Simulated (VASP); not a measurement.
# WS2 (P6_3/mmc) in VASP: a series of runs

Runs on WS2. Level: PBE+D3(BJ). Tasks: single point.

All numbers are computed with VASP 6.6.1; they aren't measurements. Logs are shortened: lines on timing, memory, paths and dates and some standing lists are left out, and cuts for length are marked.

### 1 The cell of the first run

Symmetry: P6_3/mmc, No. 194, hexagonal system. The conventional cell has a = 3.330 Å, b = 3.330 Å, c = 10.893 Å, α = 90.00°, β = 90.00°, γ = 120.00°. W (site symmetry -6m2) has 6 S at 2.39 Å within 3.2 Å. S (site symmetry 3m) has 3 W at 2.39 Å and 10 S at 2.83 to 3.33 Å within 3.4 Å.

### 2 Single point, PBE+D3(BJ)

The input, INCAR:

```
SYSTEM = WS2
  PREC = Accurate
  ENCUT = 520
  EDIFF = 1E-7
  ISMEAR = 0
  SIGMA = 0.05
  LREAL = .FALSE.
  LASPH = .TRUE.
  NELM = 60
  ALGO = Normal
  ISIF = 2
  LWAVE = .FALSE.
  LCHARG = .FALSE.
  GGA = PE
  IVDW = 12
  NBANDS = 35
```

The input, KPOINTS:

```
Automatic mesh
0
G
  12 12 4
  0 0 0
```

The input, POSCAR:

```
WS2
1.0
    3.3297921737      0.0000000000      0.0000000000
   -1.6648960869      2.8836846118      0.0000000000
    0.0000000000      0.0000000000     10.8933442661
W S
2 4
Direct
    0.3333333333      0.6666666667      0.2500000000
    0.6666666667      0.3333333333      0.7500000000
    0.3333333333      0.6666666667      0.6202873801
    0.6666666667      0.3333333333      0.1202873801
    0.3333333333      0.6666666667      0.8797126199
    0.6666666667      0.3333333333      0.3797126199
```

Potentials or basis: VASP PAW PBE potentials, release 64 (W_sv, S).

On the command line:

```
cat potpaw_PBE.64/W_sv/POTCAR potpaw_PBE.64/S/POTCAR > POTCAR
mpirun -np 1 vasp_std > vasp.out
```

OUTCAR:

```text
SYSTEM = WS2
   PREC = Accurate
   ENCUT = 520
   EDIFF = 1E-7
   ISMEAR = 0
   LREAL = .FALSE.
   LASPH = .TRUE.
   NELM = 60
   ISIF = 2
   GGA = PE
   IVDW = 12
 IVDW          = 12

 ion  position               nearest neighbor table
   1  0.333  0.667  0.250-   4 2.39   6 2.39   4 2.39   6 2.39   4 2.39   6 2.39
   2  0.667  0.333  0.750-   3 2.39   5 2.39   3 2.39   5 2.39   3 2.39   5 2.39
   3  0.333  0.667  0.620-   2 2.39   2 2.39   2 2.39
   4  0.667  0.333  0.120-   1 2.39   1 2.39   1 2.39
   5  0.333  0.667  0.880-   2 2.39   2 2.39   2 2.39
   6  0.667  0.333  0.380-   1 2.39   1 2.39   1 2.39

  LATTYP: Found a hexagonal cell.
 ALAT       =     3.3297921737
 C/A-ratio  =     3.2714787284

  Lattice vectors:

 A1 = (   3.3297921737,   0.0000000000,   0.0000000000)
 A2 = (  -1.6648960869,   2.8836846118,   0.0000000000)
 A3 = (   0.0000000000,   0.0000000000,  10.8933442661)

Analysis of symmetry for initial positions (statically):
=====================================================================
 Subroutine PRICEL returns:
 Original cell was already a primitive cell.

 Routine SETGRP: Setting up the symmetry group for a
 hexagonal supercell.

 Subroutine GETGRP returns: Found 24 space group operations
 (whereof 12 operations were pure point group operations)
 out of a pool of 24 trial point group operations.

The static configuration has the point symmetry D_3d.
 The point group associated with its full space group is D_6h.

Analysis of symmetry for dynamics (positions and initial velocities):
=====================================================================
 Subroutine PRICEL returns:
 Original cell was already a primitive cell.

 Routine SETGRP: Setting up the symmetry group for a
 hexagonal supercell.

 Subroutine GETGRP returns: Found 24 space group operations
 (whereof 12 operations were pure point group operations)
 out of a pool of 24 trial point group operations.

The dynamic configuration has the point symmetry D_3d.
 The point group associated with its full space group is D_6h.

 Subroutine INISYM returns: Found 24 space group operations
 (whereof 12 operations are pure point group operations),
 and found     1 'primitive' translations

----------------------------------------------------------------------------------------

                                     Primitive cell

  volume of cell :     104.5987

  direct lattice vectors                    reciprocal lattice vectors
     3.329792174  0.000000000  0.000000000     0.300319043  0.173389280  0.000000000
    -1.664896087  2.883684612  0.000000000     0.000000000  0.346778561  0.000000000
     0.000000000  0.000000000 10.893344266     0.000000000  0.000000000  0.091799173

  length of vectors
     3.329792174  3.329792174 10.893344266     0.346778561  0.346778561  0.091799173

  position of ions in fractional coordinates (direct lattice)
     0.333333333  0.666666667  0.250000000
     0.666666667  0.333333333  0.750000000
     0.333333333  0.666666667  0.620287380
     0.666666667  0.333333333  0.120287380
     0.333333333  0.666666667  0.879712620
     0.666666667  0.333333333  0.379712620

  ion indices of the primitive-cell ions
   primitive index   ion index
                 1           1
                 2           2
                 3           3
                 4           4
                 5           5
                 6           6

----------------------------------------------------------------------------------------

 KPOINTS: Automatic mesh

Automatic generation of k-mesh.
 Grid dimensions read from file:
 generate k-points for:   12   12    4

 Generating k-lattice:

  Cartesian coordinates                     Fractional coordinates (reciprocal lattice)
     0.025026587  0.014449107  0.000000000     0.083333333  0.000000000  0.000000000
     0.000000000  0.028898213  0.000000000     0.000000000  0.083333333  0.000000000
     0.000000000  0.000000000  0.022949793     0.000000000  0.000000000  0.250000000

  Length of vectors
     0.028898213  0.028898213  0.022949793

  Shift w.r.t. Gamma in fractional coordinates (k-lattice)
     0.000000000  0.000000000  0.000000000

 Subroutine IBZKPT returns following result:
 ===========================================

 Found     57 irreducible k-points:

 Following reciprocal coordinates:
            Coordinates               Weight
  0.000000  0.000000  0.000000      1.000000
  0.083333  0.000000  0.000000      6.000000
  0.166667  0.000000  0.000000      6.000000
  0.250000 -0.000000  0.000000      6.000000
  0.333333 -0.000000  0.000000      6.000000
  0.416667  0.000000  0.000000      6.000000
[... 16 lines left out ...]
  0.250000 -0.000000  0.250000     12.000000
  0.333333 -0.000000  0.250000     12.000000
 [... further k-points ...]
   k-points           NKPTS =     57   k-points in BZ     NKDIM =     57   number of bands    NBANDS=     35
   number of dos      NEDOS =    301   number of ions     NIONS =      6
   total plane-waves  NPLWV =  65856
   dimension x,y,z NGX =    28 NGY =   28 NGZ =   84
   dimension x,y,z NGXF=    56 NGYF=   56 NGZF=  168
   ions per type =               2   4
   NGX,Y,Z   is equivalent  to a cutoff of  13.98, 13.98, 12.82 a.u.
   NGXF,Y,Z  is equivalent  to a cutoff of  27.96, 27.96, 25.64 a.u.
 SYSTEM =  WS2
   PREC   = accura    normal or accurate (medium, high low for compatibility)
   ISTART =      0    job   : 0-new  1-cont  2-samecut
   ICHARG =      2    charge: 1-file 2-atom 10-const
   ISPIN  =      1    spin polarized calculation?
   LNONCOLLINEAR =      F non collinear calculations
   LSORBIT =      F    spin-orbit coupling
   LASPH  =      T    aspherical Exc in radial PAW
   ENCUT  =  520.0 eV  38.22 Ry    6.18 a.u.   6.19  6.19 20.25*2*pi/ulx,y,z
   NELM   =     60;   NELMIN=  2; NELMDL= -5     # of ELM steps
   EDIFF  = 0.1E-06   stopping-criterion for ELM
   LREAL  =      F    real-space projection
   EDIFFG = 0.1E-05   stopping-criterion for IOM
   NSW    =      0    number of steps for IOM
   IBRION =     -1    ionic relax: 0-MD 1-quasi-New 2-CG
   NFREE  =      0    steps in history (QN), initial steepest desc. (CG)
   ISIF   =      2    stress and relaxation
   ISYM   =      2    0-nonsym 1-usesym 2-fastsym
   POTIM  = 0.5000    time-step for ionic-motion
   TEBEG  =    0.0;   TEEND  =   0.0 temperature during run
   PSTRESS=    0.0 pullay stress
   NELECT =      52.0000    total number of electrons
   NUPDOWN=      -1.0000    fix difference up-down
   EMIN   =  10.00;   EMAX   =-10.00  energy-range for DOS
   EFERMI =   0.00;   METHOD = LEGACY
   ISMEAR =     0;   SIGMA  =   0.05  broadening in eV -4-tet -1-fermi 0-gaus
   EFERMI_NEDOS =   21; number of points for ismear=-14 and -15
   IALGO  =     38    algorithm
   IMIX   =      4    mixing-type and parameters
     AMIX     =   0.40;   BMIX     =  1.00
     AMIX_MAG =   1.60;   BMIX_MAG =  1.00
  volume/ion in A,a.u.               =      17.43       117.64
  Fermi-wavevector in a.u.,A,eV,Ry     =   1.296882  2.450752 22.883690  1.681904
  Thomas-Fermi vector in A             =   2.428310
   LORBIT       =      0    0 simple, 1 ext, 2 COOP (PROOUT), +10 PAW based schemes
   GGA     = PE    functional components
   LHFCALC =     F    Hartree Fock is set to
   AEXX    =    0.0000 exact exchange contribution
   IVDW    =    12    specifies the selected vdW correction
   LEPSILON=     F    determine dielectric tensor
   LRPA    =     F    only Hartree local field effects (RPA)
 non-spin polarized calculation
 Gauss-broadening in eV      SIGMA  =   0.05
  energy-cutoff  :      520.00
  volume of cell :      104.60
 maximum number of plane-waves:      2843
 NGX is ok and might be reduce to    28

 number of electron      52.0000002 magnetization

 Free energy of the ion-electron system (eV)
  ---------------------------------------------------
  ext. energy  EPLUGINS =         0.00000000
  ---------------------------------------------------
  free energy    TOTEN  =       -46.08785114 eV

  energy without entropy =      -46.08654122  energy(sigma->0) =      -46.08719618

 E-fermi :   8.0628     XC(G=0): -11.0934

 val. band max:        8.0604231638   @ k =   0.0833   0.0000   0.5000
 cond. band min:       8.2683593521   @ k =   0.0000   0.0000   0.2500
 fundamental gap:      0.2079361883
 Fermi energy:         8.0627762921

 k-point     1 :       0.0000    0.0000    0.0000
  band No.  band energies     occupation
      1     -66.9274      2.00000
      2     -66.9274      2.00000
      3     -31.1342      2.00000
      4     -31.1342      2.00000
      5     -31.1342      2.00000
      6     -31.1342      2.00000
[... 27 lines left out ...]
     34      10.5813      0.00000
     35      11.5282      0.00000

 k-point     2 :       0.0833    0.0000    0.0000
  band No.  band energies     occupation
      1     -66.9268      2.00000
      2     -66.9268      2.00000
      3     -31.1495      2.00000
      4     -31.1495      2.00000
      5     -31.1377      2.00000
      6     -31.1377      2.00000
[... 27 lines left out ...]
     34      10.4810      0.00000
     35      12.0131      0.00000

 k-point     3 :       0.1667    0.0000    0.0000
  band No.  band energies     occupation
      1     -66.9252      2.00000
      2     -66.9251      2.00000
      3     -31.1911      2.00000
      4     -31.1911      2.00000
      5     -31.1474      2.00000
      6     -31.1474      2.00000
[... 27 lines left out ...]
     34      10.5553      0.00000
     35      13.1955      0.00000
[... 723 lines left out ...]
 k-point    23 :       0.2500   -0.0000    0.2500
  band No.  band energies     occupation
      1     -66.9229      2.00000
      2     -66.9229      2.00000
      3     -31.2474      2.00000
      4     -31.2474      2.00000
      5     -31.1606      2.00000
      6     -31.1606      2.00000
[... 27 lines left out ...]
     34      11.2488      0.00000
     35      14.2794      0.00000

 k-point    24 :       0.3333   -0.0000    0.2500
  band No.  band energies     occupation
      1     -66.9206      2.00000
      2     -66.9206      2.00000
      3     -31.3031      2.00000
      4     -31.3031      2.00000
      5     -31.1737      2.00000
      6     -31.1737      2.00000
[... 27 lines left out ...]
     34      11.8590      0.00000
     35      13.2455      0.00000

 [... further k-points ...]

------------------------ aborting loop because EDIFF is reached ----------------------------------------

 Edisp (eV)   -2.61986

 E8    (eV) :    -1.1028

  FORCE on cell =-STRESS in cart. coord.  units (eV):
  Direction    XX          YY          ZZ          XY          YZ          ZX
  --------------------------------------------------------------------------------------
  -------------------------------------------------------------------------------------
  Total      -4.96008    -4.96008    14.53240     0.00000    -0.00000     0.00000
  in kB     -75.97550   -75.97550   222.59836     0.00000    -0.00000     0.00000
  external pressure =       23.55 kB  Pullay stress =        0.00 kB

 VOLUME and BASIS-vectors are now :
 -----------------------------------------------------------------------------
  energy-cutoff  :      520.00
  volume of cell :      104.60
      direct lattice vectors                 reciprocal lattice vectors
     3.329792174  0.000000000  0.000000000     0.300319043  0.173389280  0.000000000
    -1.664896087  2.883684612  0.000000000     0.000000000  0.346778561  0.000000000
     0.000000000  0.000000000 10.893344266     0.000000000  0.000000000  0.091799173

 POSITION                                       TOTAL-FORCE (eV/Angst)
 -----------------------------------------------------------------------------------
     -0.00000      1.92246      2.72334         0.000000     -0.000000      0.000000
      1.66490      0.96123      8.17001        -0.000000      0.000000      0.000000
     -0.00000      1.92246      6.75700        -0.000000     -0.000000     -1.830404
      1.66490      0.96123      1.31033         0.000000      0.000000     -1.830404
     -0.00000      1.92246      9.58301        -0.000000     -0.000000      1.830404
      1.66490      0.96123      4.13634         0.000000      0.000000      1.830404
 -----------------------------------------------------------------------------------
    total drift:                               -0.000000      0.000000     -0.000000

  FREE ENERGIE OF THE ION-ELECTRON SYSTEM (eV)
  ---------------------------------------------------
  free  energy   TOTEN  =       -48.7077103422 eV

  energy  without entropy=      -48.7064004239  energy(sigma->0) =      -48.70705538
```

It took 2.9 min on 1 thread of Intel Xeon 6975P-C (Granite Rapids), shared host; peak memory 0.34 GiB.

What came out:

- Free energy: -48.7077 eV
- Pressure: 2.4 GPa
- Largest force: 1.830 eV/Å
- Band gap on the k mesh: zero (bands 26 and 27 overlap by 0.48 eV)
- Dispersion energy per atom: -0.437 eV

Forces in eV/Å, atoms in the order of the input:
```
W    0.000  0.000  0.000
W    0.000  0.000  0.000
S    0.000  0.000 -1.830
S    0.000  0.000 -1.830
S    0.000  0.000  1.830
S    0.000  0.000  1.830
```

Levels at points of the mesh, in eV from the Fermi level:
| k point | band 22 | band 23 | band 24 | band 25 | band 26 | band 27 | band 28 | band 29 | band 30 | band 31 |
| --- | --- | --- | --- | --- | --- | --- | --- | --- | --- | --- |
| (0.00, 0.00, 0.00) | -3.21 | -3.21 | -0.34 | -0.17 | 0.40 | 1.62 | 1.62 | 1.67 | 1.67 | 1.98 |
| (0.50, 0.00, 0.00) | -2.83 | -2.56 | -2.12 | -2.11 | -1.43 | 1.15 | 1.29 | 1.49 | 1.49 | 2.95 |
| (0.00, 0.00, 0.50) | -3.29 | -2.02 | -2.02 | 0.37 | 0.37 | 1.63 | 1.63 | 1.63 | 1.63 | 2.26 |
| (0.50, 0.00, 0.50) | -3.02 | -2.54 | -2.54 | -1.60 | -1.60 | 1.21 | 1.21 | 1.49 | 1.49 | 3.30 |

Caveat: spin-orbit coupling is left out, which moves the levels of the heavy elements; forces of over 1 eV/Å act on the atoms, so gaps and moduli don't describe the material at rest.

### 3 Single point, PBE+D3(BJ)

This run uses another cell than the first one, of the same volume but with other edges.

The input, INCAR:

```
SYSTEM = WS2
  PREC = Accurate
  ENCUT = 520
  EDIFF = 1E-6
  ISMEAR = 0
  SIGMA = 0.05
  LREAL = .False.
  LASPH = .True.
  NELM = 80
  ALGO = Normal
  ISIF = 2
  LWAVE = .False.
  LCHARG = .False.
  GGA = PE
  IVDW = 12
  NBANDS = 35
```

The input, KPOINTS:

```
regular mesh
0
Gamma
  12 12 4
  0 0 0
```

POSCAR: that of step 2 with these lines changed.

```diff
@@ -2,5 +2,5 @@
 1.0
-    3.3297921737      0.0000000000      0.0000000000
-   -1.6648960869      2.8836846118      0.0000000000
-    0.0000000000      0.0000000000     10.8933442661
+    3.3977658036      0.0000000000      0.0000000000
+   -1.6988829018      2.9425515020      0.0000000000
+    0.0000000000      0.0000000000     10.4618527531
 W S
```

Potentials or basis: VASP PAW PBE potentials, release 64 (W_sv, S).

On the command line:

```
cat potpaw_PBE.64/W_sv/POTCAR potpaw_PBE.64/S/POTCAR > POTCAR
mpirun -np 1 vasp_std > vasp.out
```

Run time: 2.2 min. Hardware: 1 thread of Intel Xeon 6975P-C (Granite Rapids), shared host; peak memory 0.33 GiB.

The run converged. Its results:

| Property | Result |
| --- | --- |
| Free energy | -47.7932 eV |
| Pressure | 3.3 GPa |
| Largest force | 2.287 eV/Å |
| Band gap on the k mesh | zero (bands 26 and 27 overlap by 0.90 eV) |
| Dispersion energy per atom | -0.437 eV |

Forces on the atoms (eV/Å):
```
W    0.000  0.000  0.000
W    0.000  0.000  0.000
S    0.000  0.000 -2.287
S    0.000  0.000 -2.287
S    0.000  0.000  2.287
S    0.000  0.000  2.287
```

Stress tensor (GPa, compression positive):
```
-9.52  0.00  0.00
 0.00 -9.52  0.00
 0.00  0.00 28.98
```

Levels at points of the mesh, in eV from the Fermi level:
| k point | band 24 | band 25 | band 26 | band 27 | band 28 | band 29 |
| --- | --- | --- | --- | --- | --- | --- |
| (0.00, 0.00, 0.00) | 0.11 | 0.38 | 0.39 | 1.50 | 1.50 | 1.60 |
| (0.50, 0.00, 0.00) | -2.15 | -1.69 | -1.25 | 0.90 | 1.05 | 1.06 |
| (0.00, 0.00, 0.50) | -1.49 | 0.52 | 0.52 | 1.53 | 1.53 | 1.53 |
| (0.50, 0.00, 0.50) | -2.38 | -1.34 | -1.34 | 0.98 | 0.98 | 1.05 |

Caveat: the cell stands under pressure; spin-orbit coupling is left out, which moves the levels of the heavy elements; forces of over 1 eV/Å act on the atoms, so gaps and moduli don't describe the material at rest.
